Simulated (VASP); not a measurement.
# NiSb (P6_3/mmc) in VASP: notebook

Runs on NiSb. Level: PBE. Tasks: single point.

Everything below comes from runs of VASP 6.6.1. Logs are shortened: lines on timing, memory, paths and dates and some standing lists are left out, and cuts for length are marked.

## (1) The cell of the first run

The structure is hexagonal, space group P6_3/mmc (No. 194). Conventional cell: a = 3.956 Å, b = 3.956 Å, c = 5.260 Å, α = 90.00°, β = 90.00°, γ = 120.00°. Within 3.5 Å of Ni (site symmetry -3m) lie 2 Ni at 2.63 Å and 6 Sb at 2.64 Å. Within 3.5 Å of Sb (site symmetry -6m2) lie 6 Ni at 2.64 Å and 6 Sb at 3.48 Å.

## (2) Single point, PBE (uniaxial strain along c: +2.0 %)

Contents of INCAR:

```
PREC     = Accurate       # precision mode
ENCUT    = 520            # plane-wave cutoff, eV
EDIFF    = 1E-6           # SCF threshold, eV
ISMEAR   = 0              # smearing method
SIGMA    = 0.1            # smearing width, eV
LREAL    = F              # projectors in reciprocal space
LASPH    = T              # aspherical terms in the spheres
NELM     = 100            # most SCF steps
ALGO     = Normal         # electronic algorithm
ISIF     = 2              # what is computed and relaxed
LWAVE    = F              # write WAVECAR
LCHARG   = F              # write CHGCAR
GGA      = PE             # functional
NBANDS   = 23             # bands
```

Contents of KPOINTS:

```
regular mesh
0
Gamma
  18 18 10
```

Contents of POSCAR:

```
NiSb
1.0
    3.9560915768      0.0000000000      0.0000000000
   -1.9780457884      3.4260758052      0.0000000000
    0.0000000000      0.0000000000      5.2600163267
Ni Sb
2 2
Direct
    0.0000000000      0.0000000000      0.0000000000
    0.0000000000      0.0000000000      0.5000000000
    0.3333333332      0.6666666668      0.2500000000
    0.6666666668      0.3333333332      0.7500000000
```

Potentials or basis: VASP PAW PBE potentials, release 64 (Ni, Sb).

On the command line:

```
> cat potpaw_PBE.64/Ni/POTCAR potpaw_PBE.64/Sb/POTCAR > POTCAR
> mpirun -np 1 vasp_std > vasp.out
```

OUTCAR:

```text
PREC = Accurate
   ENCUT = 520
   EDIFF = 1E-6
   ISMEAR = 0
   LREAL = F
   LASPH = T
   NELM = 100
   ISIF = 2
   GGA = PE

 ion  position               nearest neighbor table
   1  0.000  0.000  0.000-   2 2.63   2 2.63   4 2.64   3 2.64   3 2.64   4 2.64   4 2.64   3 2.64

   2  0.000  0.000  0.500-   1 2.63   1 2.63   4 2.64   3 2.64   3 2.64   4 2.64   4 2.64   3 2.64

   3  0.333  0.667  0.250-   1 2.64   2 2.64   1 2.64   2 2.64   1 2.64   2 2.64   4 3.48   4 3.48
                             4 3.48   4 3.48   4 3.48   4 3.48
   4  0.667  0.333  0.750-   1 2.64   2 2.64   1 2.64   2 2.64   1 2.64   2 2.64   3 3.48   3 3.48
                             3 3.48   3 3.48   3 3.48   3 3.48

  LATTYP: Found a hexagonal cell.
 ALAT       =     3.9560915768
 C/A-ratio  =     1.3295992331

  Lattice vectors:

 A1 = (   3.9560915768,   0.0000000000,   0.0000000000)
 A2 = (  -1.9780457884,   3.4260758052,   0.0000000000)
 A3 = (   0.0000000000,   0.0000000000,   5.2600163267)

Analysis of symmetry for initial positions (statically):
=====================================================================
 Subroutine PRICEL returns:
 Original cell was already a primitive cell.

 Routine SETGRP: Setting up the symmetry group for a
 hexagonal supercell.

 Subroutine GETGRP returns: Found 24 space group operations
 (whereof 12 operations were pure point group operations)
 out of a pool of 24 trial point group operations.

The static configuration has the point symmetry D_3d.
 The point group associated with its full space group is D_6h.

Analysis of symmetry for dynamics (positions and initial velocities):
=====================================================================
 Subroutine PRICEL returns:
 Original cell was already a primitive cell.

 Routine SETGRP: Setting up the symmetry group for a
 hexagonal supercell.

 Subroutine GETGRP returns: Found 24 space group operations
 (whereof 12 operations were pure point group operations)
 out of a pool of 24 trial point group operations.

The dynamic configuration has the point symmetry D_3d.
 The point group associated with its full space group is D_6h.

 Subroutine INISYM returns: Found 24 space group operations
 (whereof 12 operations are pure point group operations),
 and found     1 'primitive' translations

----------------------------------------------------------------------------------------
[... 96 lines left out ...]
   NELM   =    100;   NELMIN=  2; NELMDL= -5     # of ELM steps
   EDIFF  = 0.1E-05   stopping-criterion for ELM
   LREAL  =      F    real-space projection
   EDIFFG = 0.1E-04   stopping-criterion for IOM
   NSW    =      0    number of steps for IOM
   IBRION =     -1    ionic relax: 0-MD 1-quasi-New 2-CG
   NFREE  =      0    steps in history (QN), initial steepest desc. (CG)
   ISIF   =      2    stress and relaxation
   ISYM   =      2    0-nonsym 1-usesym 2-fastsym
   POTIM  = 0.5000    time-step for ionic-motion
   TEBEG  =    0.0;   TEEND  =   0.0 temperature during run
   PSTRESS=    0.0 pullay stress
   NELECT =      30.0000    total number of electrons
   NUPDOWN=      -1.0000    fix difference up-down
   EMIN   =  10.00;   EMAX   =-10.00  energy-range for DOS
   EFERMI =   0.00;   METHOD = LEGACY
   ISMEAR =     0;   SIGMA  =   0.10  broadening in eV -4-tet -1-fermi 0-gaus
   EFERMI_NEDOS =   21; number of points for ismear=-14 and -15
   IALGO  =     38    algorithm
   IMIX   =      4    mixing-type and parameters
     AMIX     =   0.40;   BMIX     =  1.00
     AMIX_MAG =   1.60;   BMIX_MAG =  1.00
  volume/ion in A,a.u.               =      17.82       120.28
  Fermi-wavevector in a.u.,A,eV,Ry     =   1.226776  2.318270 20.476473  1.504978
  Thomas-Fermi vector in A             =   2.361764
   LORBIT       =      0    0 simple, 1 ext, 2 COOP (PROOUT), +10 PAW based schemes
   GGA     = PE    functional components
   LHFCALC =     F    Hartree Fock is set to
   AEXX    =    0.0000 exact exchange contribution
   IVDW    =     0    specifies the selected vdW correction
   LEPSILON=     F    determine dielectric tensor
   LRPA    =     F    only Hartree local field effects (RPA)
 non-spin polarized calculation
 Gauss-broadening in eV      SIGMA  =   0.10
  energy-cutoff  :      520.00
  volume of cell :       71.29
 maximum number of plane-waves:      1958
 NGX is ok and might be reduce to    30
   NGX = 15   NGY = 15   NGZ = 19

 number of electron      30.0000001 magnetization

 Free energy of the ion-electron system (eV)
  ---------------------------------------------------
  ext. energy  EPLUGINS =         0.00000000
  ---------------------------------------------------
  free energy    TOTEN  =       -20.30259742 eV

  energy without entropy =      -20.29180681  energy(sigma->0) =      -20.29720211

 E-fermi :   9.4587     XC(G=0): -11.3270

 val. band max:        9.4555437573   @ k =   0.4444   0.1111   0.4000
 cond. band min:       9.4595146080   @ k =   0.4444   0.0556   0.5000
 fundamental gap:      0.0039708507
 Fermi energy:         9.4587046731

 k-point     1 :       0.0000    0.0000    0.0000
  band No.  band energies     occupation
      1      -3.1920      2.00000
      2       0.9744      2.00000
      3       3.3876      2.00000
      4       5.7717      2.00000
      5       5.7717      2.00000
      6       6.5201      2.00000
[... 613 lines left out ...]
     22      16.9225      0.00000
     23      18.7962      0.00000

 [... further k-points ...]

------------------------ aborting loop because EDIFF is reached ----------------------------------------

  FORCE on cell =-STRESS in cart. coord.  units (eV):
  Direction    XX          YY          ZZ          XY          YZ          ZX
  --------------------------------------------------------------------------------------
  -------------------------------------------------------------------------------------
  Total       -0.1666348     -0.1666348     -1.1861016      0.0000000      0.0000000     -0.0000000
  in kB       -3.7447771     -3.7447771    -26.6552085      0.0000000      0.0000000     -0.0000000
  external PRESSURE =     -11.3815876 kB  Pullay stress =       0.0000000 kB

 VOLUME and BASIS-vectors are now :
 -----------------------------------------------------------------------------
  energy-cutoff  :      520.00
  volume of cell :       71.29
      direct lattice vectors                 reciprocal lattice vectors
     3.956091577  0.000000000  0.000000000     0.252774735  0.145939561  0.000000000
    -1.978045788  3.426075805  0.000000000     0.000000000  0.291879123  0.000000000
     0.000000000  0.000000000  5.260016327     0.000000000  0.000000000  0.190113478

 POSITION                                       TOTAL-FORCE (eV/Angst)
 -----------------------------------------------------------------------------------
      0.00000      0.00000      0.00000         0.000000      0.000000      0.000000
      0.00000      0.00000      2.63001         0.000000      0.000000      0.000000
     -0.00000      2.28405      1.31500         0.000000     -0.000000     -0.000000
      1.97805      1.14203      3.94501        -0.000000      0.000000      0.000000
 -----------------------------------------------------------------------------------
    total drift:                                0.000000     -0.000000     -0.000000

  FREE ENERGIE OF THE ION-ELECTRON SYSTEM (eV)
  ---------------------------------------------------
  free  energy   TOTEN  =       -20.3025974161 eV

  energy  without entropy=      -20.2918068110  energy(sigma->0) =      -20.29720211
```

It took 9.5 min on 1 thread of Intel Xeon 8259CL, shared host; peak memory 0.44 GiB.

Results:

```
Free energy            : -20.3026 eV
Pressure               : -1.1 GPa
Band gap on the k mesh : zero (bands 15 and 16 overlap by 3.27 eV)
```

Caveat: the cell differs from its parent crystal (uniaxial strain along c: +2.0 %); spin-orbit coupling is left out, which moves the levels of the heavy elements. Spin polarisation is off, so any magnetic state and its effect on volume and gap are missing.

## (3) Single point, PBE (uniaxial strain along c: +3.0 %, then relaxed in part)

Contents of INCAR:

```
SYSTEM = NiSb
  PREC = Accurate
  ENCUT = 520
  EDIFF = 1E-7
  ISMEAR = 0
  SIGMA = 0.1
  LREAL = .False.
  LASPH = .True.
  NELM = 100
  ALGO = Normal
  ISIF = 2
  LWAVE = .False.
  LCHARG = .False.
  GGA = PE
  NBANDS = 23
```

Contents of KPOINTS:

```
regular mesh
0
Gamma
  18 18 10
  0 0 0
```

Contents of POSCAR:

```
NiSb
1.0
    3.9424572827      0.0000000000      0.0000000000
   -1.9712286413      3.4142681602      0.0000000000
    0.0000000000      0.0000000000      5.3115851142
Ni Sb
2 2
Direct
    0.0000000000      0.0000000000      0.0000000000
    0.0000000000      0.0000000000      0.5000000000
    0.3333333330      0.6666666670      0.2500000000
    0.6666666670      0.3333333330      0.7500000000
```

Potentials or basis: VASP PAW PBE potentials, release 64 (Ni, Sb).

On the command line:

```
> cat potpaw_PBE.64/Ni/POTCAR potpaw_PBE.64/Sb/POTCAR > POTCAR
> mpirun -np 1 vasp_std > vasp.out
```

It took 9 min on 1 thread of Intel Xeon 8259CL, shared host; peak memory 0.44 GiB.

Results (log left out):

| Property | Result |
| --- | --- |
| Free energy | -20.2895 eV |
| Pressure | -1.4 GPa |
| Band gap on the k mesh | zero (bands 15 and 16 overlap by 3.30 eV) |

Stress tensor (GPa, compression positive):
```
-0.18  0.00  0.00
 0.00 -0.18  0.00
 0.00  0.00 -3.72
```

Levels at points of the mesh, in eV from the Fermi level:
| k point | band 11 | band 12 | band 13 | band 14 | band 15 | band 16 | band 17 | band 18 | band 19 | band 20 |
| --- | --- | --- | --- | --- | --- | --- | --- | --- | --- | --- |
| (0.00, 0.00, 0.00) | -1.34 | -1.34 | -0.16 | 0.74 | 0.74 | 2.53 | 2.53 | 3.36 | 3.75 | 5.26 |
| (0.50, 0.00, 0.00) | -1.93 | -1.76 | -1.51 | -1.40 | -1.32 | -0.38 | 0.97 | 3.50 | 3.74 | 5.24 |
| (0.00, 0.00, 0.50) | -1.96 | -1.96 | 0.04 | 0.04 | 2.09 | 2.09 | 2.09 | 2.09 | 5.14 | 5.14 |
| (0.50, 0.00, 0.50) | -1.79 | -1.79 | -1.71 | -1.71 | 0.25 | 0.25 | 1.63 | 1.63 | 4.78 | 4.78 |

Caveat: the cell differs from its parent crystal (uniaxial strain along c: +3.0 %, then relaxed in part); spin-orbit coupling is left out, which moves the levels of the heavy elements.

## (4) Single point, PBE (uniaxial strain along c: +3.0 %)

Contents of INCAR:

```
SYSTEM = NiSb
PREC = Accurate ; ENCUT = 520
EDIFF = 1E-6 ; ISMEAR = 0
SIGMA = 0.1 ; LREAL = .False.
LASPH = .True. ; NELM = 60
ALGO = Normal ; ISIF = 2
LWAVE = .False. ; LCHARG = .True.
GGA = PE ; LELF = .True.
LVHAR = .True. ; NBANDS = 23
```

Contents of KPOINTS:

```
Automatic mesh
0
Gamma
  18 18 10
  0 0 0
```

Contents of POSCAR:

```
NiSb
1.0
    3.9461516483      0.0000000000      0.0000000000
   -1.9730758241      3.4174675746      0.0000000000
    0.0000000000      0.0000000000      5.3115851142
Ni Sb
2 2
Direct
    0.0000000000      0.0000000000      0.0000000000
    0.0000000000      0.0000000000      0.5000000000
    0.3333333323      0.6666666677      0.2500000000
    0.6666666677      0.3333333323      0.7500000000
```

On the command line:

```
> cat potpaw_PBE.64/Ni/POTCAR potpaw_PBE.64/Sb/POTCAR > POTCAR
> mpirun -np 1 vasp_std > vasp.out
```

Run time: 9.1 min. Hardware: 1 thread of Intel Xeon 8259CL, shared host; peak memory 0.44 GiB.

Results (log left out):

```
Free energy            : -20.2893 eV
Pressure               : -1.5 GPa
Band gap on the k mesh : zero (bands 15 and 16 overlap by 3.29 eV)
```

Stress tensor (GPa, compression positive):
```
-0.41  0.00  0.00
 0.00 -0.41  0.00
 0.00  0.00 -3.83
```

Levels at points of the mesh, in eV from the Fermi level:
```csv
k point,band 12,band 13,band 14,band 15,band 16,band 17,band 18,band 19
"(0.00, 0.00, 0.00)",-1.33,-0.16,0.73,0.73,2.53,2.53,3.35,3.74
"(0.50, 0.00, 0.00)",-1.75,-1.51,-1.39,-1.31,-0.38,0.97,3.50,3.74
"(0.00, 0.00, 0.50)",-1.96,0.04,0.04,2.08,2.08,2.08,2.08,5.13
"(0.50, 0.00, 0.50)",-1.78,-1.70,-1.70,0.26,0.26,1.63,1.63,4.78
```

Caveat: the cell differs from its parent crystal (uniaxial strain along c: +3.0 %); spin-orbit coupling is left out, which moves the levels of the heavy elements.

## (5) Overview

| cell | gap on the mesh (eV) | pressure (GPa) |
| --- | --- | --- |
| a = 3.956, b = 3.956, c = 5.260 Å, angles 90.0, 90.0, 120.0°, 4 atoms | none | -1.1 |
| a = 3.942, b = 3.942, c = 5.312 Å, angles 90.0, 90.0, 120.0°, 4 atoms | none | -1.4 |
| a = 3.946, b = 3.946, c = 5.312 Å, angles 90.0, 90.0, 120.0°, 4 atoms | none | -1.5 |

Alike in all rows: task single point; level PBE; potentials or basis VASP PAW PBE potentials, release 64 (Ni, Sb); no spin polarisation; k mesh 18 × 18 × 10; cutoff (eV) 520; smearing gaussian 0.1 eV.

Caveats: spin-orbit coupling is left out, which moves the levels of the heavy elements.

Total energies depend on the potentials used, so only differences within one code and one set of settings carry meaning.
